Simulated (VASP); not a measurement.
# Ti3I (P4/mmm) in VASP: a series of runs

Runs on Ti3I. Level: PBE. Tasks: relaxation of cell and atoms, single point.

Everything below comes from runs of VASP 6.6.1. Logs are shortened: lines on timing, memory, paths and dates and some standing lists are left out, and cuts for length are marked.

**1. The cell of the first run**

Symmetry: P4/mmm, No. 123, tetragonal system. The conventional cell has a = 4.365 Å, b = 4.365 Å, c = 4.320 Å, α = 90.00°, β = 90.00°, γ = 90.00°. Within 4.0 Å of Ti (site symmetry mmm) lie 8 Ti at 3.07 to 3.09 Å and 4 I at 3.07 Å. Within 4.0 Å of Ti (site symmetry 4/mmm) lie 8 Ti at 3.07 Å and 4 I at 3.09 Å. I (site symmetry 4/mmm) has 12 Ti at 3.07 to 3.09 Å within 4.0 Å.

**2. Relaxation of cell and atoms, PBE**

Contents of INCAR:

```
SYSTEM = Ti3I
PREC = Accurate
ENCUT = 600
EDIFF = 1E-6
ISMEAR = 0
SIGMA = 0.1
LREAL = .FALSE.
LASPH = .TRUE.
NELM = 100
ALGO = Normal
ISIF = 3
LWAVE = .FALSE.
LCHARG = .FALSE.
GGA = PE
IBRION = 2
NSW = 90
EDIFFG = -0.04
```

Contents of KPOINTS:

```
regular mesh
0
G
  4 4 4
  0 0 0
```

Contents of POSCAR:

```
Ti3I
1.0
    4.3648334311      0.0000000000      0.0000000000
    0.0000000000      4.3648334311      0.0000000000
    0.0000000000      0.0000000000      4.3199690356
Ti I
3 1
Direct
    0.0000000000      0.5000000000      0.5000000000
    0.5000000000      0.0000000000      0.5000000000
    0.5000000000      0.5000000000      0.0000000000
    0.0000000000      0.0000000000      0.0000000000
```

Potentials or basis: VASP PAW PBE potentials, release 64 (Ti_sv, I).

Command:

```sh
$ cat potpaw_PBE.64/Ti_sv/POTCAR potpaw_PBE.64/I/POTCAR > POTCAR
$ mpirun -np 1 vasp_std > vasp.out
```

OUTCAR:

```text
SYSTEM = Ti3I
   PREC = Accurate
   ENCUT = 600
   EDIFF = 1E-6
   ISMEAR = 0
   LREAL = .FALSE.
   LASPH = .TRUE.
   NELM = 100
   ISIF = 3
   GGA = PE
   IBRION = 2
   NSW = 90
   EDIFFG = -0.04

 ion  position               nearest neighbor table
   1  0.000  0.500  0.500-   4 3.07   4 3.07   4 3.07   4 3.07
   2  0.500  0.000  0.500-   4 3.07   4 3.07   4 3.07   4 3.07
   3  0.500  0.500  0.000-   4 3.09   4 3.09   4 3.09   4 3.09
   4  0.000  0.000  0.000-   1 3.07   2 3.07   1 3.07   2 3.07   1 3.07   1 3.07   2 3.07   2 3.07
                             3 3.09   3 3.09   3 3.09   3 3.09

  LATTYP: Found a simple tetragonal cell.
 ALAT       =     4.3648334311
 C/A-ratio  =     0.9897213957

  Lattice vectors:

 A1 = (   4.3648334311,   0.0000000000,   0.0000000000)
 A2 = (   0.0000000000,   4.3648334311,   0.0000000000)
 A3 = (   0.0000000000,   0.0000000000,   4.3199690356)

Analysis of symmetry for initial positions (statically):
=====================================================================
 Subroutine PRICEL returns:
 Original cell was already a primitive cell.

 Routine SETGRP: Setting up the symmetry group for a
 simple tetragonal supercell.

 Subroutine GETGRP returns: Found 16 space group operations
 (whereof 16 operations were pure point group operations)
 out of a pool of 16 trial point group operations.

The static configuration has the point symmetry D_4h.

Analysis of symmetry for dynamics (positions and initial velocities):
=====================================================================
 Subroutine PRICEL returns:
 Original cell was already a primitive cell.

 Routine SETGRP: Setting up the symmetry group for a
 simple tetragonal supercell.

 Subroutine GETGRP returns: Found 16 space group operations
 (whereof 16 operations were pure point group operations)
 out of a pool of 16 trial point group operations.

The dynamic configuration has the point symmetry D_4h.

 Subroutine INISYM returns: Found 16 space group operations
 (whereof 16 operations are pure point group operations),
 and found     1 'primitive' translations

----------------------------------------------------------------------------------------

                                     Primitive cell

  volume of cell :      82.3031

  direct lattice vectors                    reciprocal lattice vectors
     4.364833431  0.000000000  0.000000000     0.229103817  0.000000000  0.000000000
     0.000000000  4.364833431  0.000000000     0.000000000  0.229103817  0.000000000
     0.000000000  0.000000000  4.319969036     0.000000000  0.000000000  0.231483141

  length of vectors
     4.364833431  4.364833431  4.319969036     0.229103817  0.229103817  0.231483141
[... 78 lines left out ...]
   EDIFF  = 0.1E-05   stopping-criterion for ELM
   LREAL  =      F    real-space projection
   EDIFFG = -.4E-01   stopping-criterion for IOM
   NSW    =     90    number of steps for IOM
   IBRION =      2    ionic relax: 0-MD 1-quasi-New 2-CG
   NFREE  =      1    steps in history (QN), initial steepest desc. (CG)
   ISIF   =      3    stress and relaxation
   ISYM   =      2    0-nonsym 1-usesym 2-fastsym
   POTIM  = 0.5000    time-step for ionic-motion
   TEBEG  =    0.0;   TEEND  =   0.0 temperature during run
   PSTRESS=    0.0 pullay stress
   NELECT =      43.0000    total number of electrons
   NUPDOWN=      -1.0000    fix difference up-down
   EMIN   =  10.00;   EMAX   =-10.00  energy-range for DOS
   EFERMI =   0.00;   METHOD = LEGACY
   ISMEAR =     0;   SIGMA  =   0.10  broadening in eV -4-tet -1-fermi 0-gaus
   EFERMI_NEDOS =   21; number of points for ismear=-14 and -15
   IALGO  =     38    algorithm
   IMIX   =      4    mixing-type and parameters
     AMIX     =   0.40;   BMIX     =  1.00
     AMIX_MAG =   1.60;   BMIX_MAG =  1.00
  volume/ion in A,a.u.               =      20.58       138.85
  Fermi-wavevector in a.u.,A,eV,Ry     =   1.318537  2.491674 23.654270  1.738540
  Thomas-Fermi vector in A             =   2.448500
   LORBIT       =      0    0 simple, 1 ext, 2 COOP (PROOUT), +10 PAW based schemes
   GGA     = PE    functional components
   LHFCALC =     F    Hartree Fock is set to
   AEXX    =    0.0000 exact exchange contribution
   IVDW    =     0    specifies the selected vdW correction
   LEPSILON=     F    determine dielectric tensor
   LRPA    =     F    only Hartree local field effects (RPA)
 conjugate gradient relaxation of ions
 non-spin polarized calculation
 Gauss-broadening in eV      SIGMA  =   0.10
  energy-cutoff  :      600.00
  volume of cell :       82.30
 maximum number of plane-waves:      2784
 NGX is ok and might be reduce to    36
   NGX = 17   NGY = 17   NGZ = 17

--------------------------------------- Ionic step        1  -------------------------------------------

 number of electron      43.0000020 magnetization

 Free energy of the ion-electron system (eV)
  ---------------------------------------------------
  ext. energy  EPLUGINS =         0.00000000
  ---------------------------------------------------
  free energy    TOTEN  =       -23.75345884 eV

  energy without entropy =      -23.71861938  energy(sigma->0) =      -23.73603911

 E-fermi :   8.9087     XC(G=0): -10.9367

 val. band max:        8.8978724452   @ k =   0.5000   0.2500   0.0000
 cond. band min:       8.9246081240   @ k =   0.5000   0.0000   0.5000
 fundamental gap:      0.0267356789
 Fermi energy:         8.9086895411

 k-point     1 :       0.0000    0.0000    0.0000
  band No.  band energies     occupation
      1     -48.1515      2.00000
      2     -48.0924      2.00000
      3     -48.0876      2.00000
      4     -24.5407      2.00000
      5     -24.5369      2.00000
      6     -24.5369      2.00000
[... 600 lines left out ...]
  FREE ENERGIE OF THE ION-ELECTRON SYSTEM (eV)
  ---------------------------------------------------
  free  energy   TOTEN  =       -24.1447478824 eV

  energy  without entropy=      -24.1086543583  energy(sigma->0) =      -24.12670112

[... ionic steps 4 to 12 ...]

--------------------------------------- Ionic step       13  -------------------------------------------

 number of electron      43.0000015 magnetization

------------------------ aborting loop because EDIFF is reached ----------------------------------------
[... 71 lines left out ...]
--------------------------------------- Ionic step       15  -------------------------------------------

 number of electron      43.0000016 magnetization

 Free energy of the ion-electron system (eV)
  ---------------------------------------------------
  ext. energy  EPLUGINS =         0.00000000
  ---------------------------------------------------
  free energy    TOTEN  =       -24.24024671 eV

  energy without entropy =      -24.22401069  energy(sigma->0) =      -24.23212870

 E-fermi :  10.4395     XC(G=0): -11.6089

 val. band max:       10.4340387739   @ k =   0.5000   0.0000   0.2500
 cond. band min:      10.4467678285   @ k =   0.5000   0.5000   0.0000
 fundamental gap:      0.0127290546
 Fermi energy:        10.4394562109

 k-point     1 :       0.0000    0.0000    0.0000
  band No.  band energies     occupation
      1     -46.2627      2.00000
      2     -46.2008      2.00000
      3     -46.0323      2.00000
      4     -22.7514      2.00000
      5     -22.7514      2.00000
      6     -22.6665      2.00000
[... 524 lines left out ...]
  FREE ENERGIE OF THE ION-ELECTRON SYSTEM (eV)
  ---------------------------------------------------
  free  energy   TOTEN  =       -24.2402467063 eV

  energy  without entropy=      -24.2240106894  energy(sigma->0) =      -24.23212870

 reached required accuracy - stopping structural energy minimisation
```

CONTCAR:

```text
Ti3I
   1.00000000000000
     4.3667016319598950    0.0000000000000000    0.0000000000000000
     0.0000000000000000    4.3667016319598950   -0.0000000000000000
     0.0000000000000000   -0.0000000000000000    3.7499456636233743
  Ti              I
     3     1
Direct
     0.0000000000000000    0.5000000000000000    0.5000000000000000
     0.5000000000000000    0.0000000000000000    0.5000000000000000
     0.5000000000000000    0.5000000000000000    0.0000000000000000
     0.0000000000000000    0.0000000000000000    0.0000000000000000

  0.00000000E+00  0.00000000E+00  0.00000000E+00
  0.00000000E+00  0.00000000E+00  0.00000000E+00
  0.00000000E+00  0.00000000E+00  0.00000000E+00
  0.00000000E+00  0.00000000E+00  0.00000000E+00
```

Wall time 8.7 min (1 thread of Oxide Virtual Turin-like, shared host); peak memory 0.21 GiB.

Results:

| Quantity | Value |
| --- | --- |
| Free energy | -24.2402 eV |
| Relaxed volume | 17.88 Å³/atom |
| Relaxed cell | a = 4.367 Å, b = 4.367 Å, c = 3.750 Å, α = 90.00°, β = 90.00°, γ = 90.00° |
| Space group after relaxing (to 0.05 Å) | P4/mmm (No. 123) |
| Energy gained by relaxing | 121.7 meV/atom |
| Ionic steps | 15 |
| Pressure after relaxing | 0.2 GPa |

The path:
```
step  energy change (eV)  largest force (eV/Å)  pressure (GPa)  volume (Å³)
   1              0.0000                0.0000          -10.30        82.30
   2             -0.3238                0.0000            6.30        67.53
   3             -0.3913                0.0000           -0.27        71.44
   4             -0.3915                0.0000           -0.02        71.23
   5             -0.3913                0.0000            0.27        71.02
   6             -0.3961                0.0000            0.34        70.99
   7             -0.4191                0.0000            0.54        70.87
   8             -0.4647                0.0000            1.19        70.55
   9             -0.4403                0.0000            3.76        69.54
  10             -0.4777                0.0000            1.99        70.21
  11             -0.4805                0.0000            1.71        70.43
  12             -0.4851                0.0000            0.87        71.06
  13             -0.4855                0.0000            0.58        71.28
  14             -0.4859                0.0000            0.48        71.34
  15             -0.4868                0.0000            0.19        71.50
```

Final structure:
```cif
data_structure
_symmetry_space_group_name_H-M 'P 1'
_symmetry_Int_Tables_number 1
_cell_length_a 4.3667
_cell_length_b 4.3667
_cell_length_c 3.7499
_cell_angle_alpha 90.000
_cell_angle_beta 90.000
_cell_angle_gamma 90.000
_cell_volume 71.50
loop_
_atom_site_label
_atom_site_type_symbol
_atom_site_fract_x
_atom_site_fract_y
_atom_site_fract_z
_atom_site_occupancy
Ti1 Ti 0.00000 0.50000 0.50000 1
Ti2 Ti 0.50000 0.00000 0.50000 1
Ti3 Ti 0.50000 0.50000 0.00000 1
I1 I 0.00000 0.00000 0.00000 1
```

Caveat: the k points lie up to 0.42 Å⁻¹ apart in the final cell; spin-orbit coupling is left out, which moves the levels of the heavy elements; an odd number of electrons without spin polarisation forces a metal; a magnetic or distorted state may lie lower.

(Part 1 of 2 ends here.)
